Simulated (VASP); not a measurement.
Bi:

```
Bi
1.0
    -2.52790    2.52790    2.52790
     2.52790   -2.52790    2.52790
     2.52790    2.52790   -2.52790
Bi
3
Direct
  0.00000 0.50000 0.50000
  0.50000 0.00000 0.50000
  0.50000 0.50000 0.00000
```

- Program: VASP 6.6.1
- Task: relaxation of cell and atoms
- Functional: PBE
- Potentials or basis: VASP PAW PBE potentials, release 64 (Bi_d)
- Cutoff: 500 eV
- k mesh: 6 × 6 × 6
- Occupations: gaussian, width 0.1 eV
- Spin: no spin polarisation

At the start: pressure 98.9 GPa; volume 21.54 Å³/atom.

Q: How do energy, volume and symmetry change on relaxing?

A: Over 7 steps the energy falls by 3201.1 meV/atom and the volume is 40.30 Å³/atom (+87.1 %); space group Im-3m (No. 229, to 0.05 Å).

The path:
| step | energy change (eV) | largest force (eV/Å) | pressure (GPa) | volume (Å³) |
| --- | --- | --- | --- | --- |
| 1 | 0.0000 | 0.0000 | 98.93 | 64.62 |
| 2 | -0.7870 | 0.0000 | -23.01 | 285.85 |
| 3 | -9.0607 | 0.0000 | -4.38 | 151.31 |
| 4 | -9.3226 | 0.0000 | -3.69 | 141.01 |
| 5 | -9.4776 | 0.0000 | 4.17 | 109.75 |
| 6 | -9.5940 | 0.0000 | -0.90 | 123.73 |
| 7 | -9.6034 | 0.0000 | -0.14 | 120.90 |

Final structure:
```
Bi
1.0
    -3.11495    3.11495    3.11495
     3.11495   -3.11495    3.11495
     3.11495    3.11495   -3.11495
Bi
3
Direct
  0.00000 0.50000 0.50000
  0.50000 0.00000 0.50000
  0.50000 0.50000 0.00000
```

Caveat: the volume moved by over 15 % at a fixed basis, so the end points are rough.
